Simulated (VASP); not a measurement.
Runs of VASP 6.6.1 on K. The structure is that of space group Im-3m (No. 229), or close to it. The cells are those of the table. 

| task | cell | k mesh | cutoff (eV) | gap on the mesh (eV) | pressure (GPa) |
| --- | --- | --- | --- | --- | --- |
| single point | a = 4.529 Å, angles 109.5°, 1 atom | 12 × 12 × 12 | 520 | none | 0.2 |
| single point | a = 4.577 Å, angles 109.5°, 1 atom | 12 × 12 × 12 | 520 | none | (a) |
| single point | a = 4.669 Å, angles 109.5°, 1 atom | 12 × 12 × 12 | 520 | none | (b) |
| single point | a = 4.525 Å, angles 109.5°, 1 atom | 6 × 6 × 6 | 520 | none | 0.3 |
| relaxation of cell and atoms | relaxed from a = 4.525 Å, angles 109.5°, 1 atom | 12 × 12 × 12 | 600 | none | 0.0 |
| single point | a = 4.714 Å, angles 109.5°, 1 atom | 12 × 12 × 12 | 520 | none | -0.2 |
| single point | a = 4.623 Å, angles 109.5°, 1 atom | 12 × 12 × 12 | 520 | none | 0.0 |

Alike in all rows: level r2SCAN; potentials or basis VASP PAW PBE potentials, release 64 (K_sv); no spin polarisation; smearing gaussian 0.1 eV.

Question: Estimate the missing entries.

Answer: (a) 0.1; (b) -0.1.

Caveats: the PAW data sets were made with another functional, which shifts forces and pressure a little.

A gap of «none» marks levels without a gap at the run's occupations.
